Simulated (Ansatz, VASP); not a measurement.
BiTe in VASP and in Ansatz

```
CELL_PARAMETERS angstrom
0.00000 3.23500 3.23500
3.23500 0.00000 3.23500
3.23500 3.23500 0.00000
ATOMIC_POSITIONS crystal
Bi 0.00000 0.00000 0.00000
Te 0.50000 0.50000 0.50000
```

Alike in both runs: functional RPBE; k mesh 7 × 7 × 7; occupations fermi-dirac, width 0.05 eV; no spin polarisation.

|  | VASP | Ansatz |
| --- | --- | --- |
| version | VASP 6.6.1 | Ansatz 0.2.0 |
| potentials or method | VASP PAW PBE potentials, release 64 (Bi_d, Te) | Ansatz PAW |
| plane-wave cutoff (eV) | 520 | 420 |
| valence electrons in the cell | 21 | 31 |
| task | single point | band structure |

```csv
,VASP,Ansatz,Ansatz less VASP
gap on the k mesh at the Fermi level (eV),none,none,-
pressure (GPa),2.2,2.2,+0.07
```

VASP's potentials were made for PBE, not for RPBE. A gap of «none» marks a metal or a gap that the smearing closes. VASP's potentials hold 21 valence electrons a cell and Ansatz's 31, so a difference there can come from the potentials and not from the codes.

Neither program's run includes spin-orbit coupling.
